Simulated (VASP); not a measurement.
Wanted: the native input for a VASP 6.6.1 run.

```yaml
Task: single point
Functional: r2SCAN
Potentials_or_basis: VASP PAW PBE potentials, release 64 (In_d, Sb)
Cutoff: 520 eV
k_mesh: 10 × 10 × 10
Occupations: gaussian, width 0.03 eV
Spin: no spin polarisation
Dipole_correction: no
Further_INCAR_settings: ALGO = Normal; EDIFF = 1e-07; NBANDS = 16
```

InSb:

```
In Sb
1.0
     0.00000    3.23910    3.20671
     3.23910    0.00000    3.20671
     3.23910    3.23910    0.00000
In Sb
1 1
Direct
  0.00000 0.00000 0.00000
  0.75000 0.75000 0.75000
```

This cell differs from its parent crystal: strain -0.0100 x Voigt [0, 0, 1, 0, 0, 0].

These files were run (other wordings do the same):

POSCAR

```
InSb
1.0
    0.0000000000      3.2391000000      3.2067090000
    3.2391000000      0.0000000000      3.2067090000
    3.2391000000      3.2391000000      0.0000000000
In Sb
1 1
Direct
    0.0000000000      0.0000000000      0.0000000000
    0.7500000000      0.7500000000      0.7500000000
```

INCAR.step1

```
PREC = Accurate
ENCUT = 520
ISMEAR = 0
SIGMA = 0.03
LREAL = F
LASPH = T
NELM = 100
NBANDS = 16
GGA = PE
ALGO = Normal
EDIFF = 1E-4
LWAVE = T
LCHARG = F
```

INCAR.step2

```
PREC = Accurate
ENCUT = 520
EDIFF = 1E-7
ISMEAR = 0
SIGMA = 0.03
LREAL = F
LASPH = T
NELM = 100
ALGO = Normal
ISIF = 2
LWAVE = F
LCHARG = F
METAGGA = R2SCAN
LMIXTAU = T
NBANDS = 16
ISTART = 1
```

KPOINTS

```
Automatic mesh
0
Gamma
  10 10 10
```

Potentials or basis: VASP PAW PBE potentials, release 64 (In_d, Sb).

The run is started by

```console
$ cat potpaw_PBE.64/In_d/POTCAR potpaw_PBE.64/Sb/POTCAR > POTCAR
$ cp INCAR.step1 INCAR
$ mpirun -np 1 vasp_std > vasp.out
$ cp INCAR.step2 INCAR
$ mpirun -np 1 vasp_std > vasp.out
```

Results of the run:

- Pressure: 2.2 GPa
- Band gap on the k mesh: 0.27 eV, direct

Caveat: the cell differs from its parent crystal (strain -0.0100 x Voigt [0, 0, 1, 0, 0, 0]); the PAW data sets were made with another functional, which shifts forces and pressure a little; spin-orbit coupling is left out, which moves the levels of the heavy elements.

Run time: 6.7 min on 1 thread of Intel(R) Xeon(R) Platinum 8488C (Sapphire Rapids), on a shared host, peak memory 0.3 GiB.
